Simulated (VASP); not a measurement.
SnSe2, 3 atoms in the cell. It takes space group P-3m1 (No. 164, trigonal). Conventional cell: a = 3.872 Å, b = 3.872 Å, c = 6.988 Å, α = 90.00°, β = 90.00°, γ = 120.00°. Sn (site symmetry -3m) has 6 Se at 2.75 Å within 3.6 Å. Se (site symmetry 3m) has 3 Sn at 2.75 Å within 3.6 Å. 

- Program: VASP 6.6.1
- Task: single point
- Functional: PBE
- Potentials or basis: VASP PAW PBE potentials, release 64 (Sn_d, Se)
- Cutoff: 520 eV
- k mesh: 12 × 12 × 4
- Occupations: gaussian, width 0.02 eV
- Spin: no spin polarisation
- Dipole correction: no
- Further INCAR settings: ALGO = Normal; EDIFF = 1e-07; NBANDS = 20

Potentials or basis: VASP PAW PBE potentials, release 64 (Sn_d, Se).

Command:

```console
$ cat potpaw_PBE.64/Sn_d/POTCAR potpaw_PBE.64/Se/POTCAR > POTCAR
$ mpirun -np 1 vasp_std > vasp.out
```

Hardware: 1 thread of Intel(R) Xeon(R) 6975P-C (Granite Rapids) (shared host).

How long does it take, and how much memory?

Run time: 68 s on 1 thread of Intel(R) Xeon(R) 6975P-C (Granite Rapids), with other jobs on the host, peak memory 0.28 GiB. Counts: scf iterations 15, k points 69.
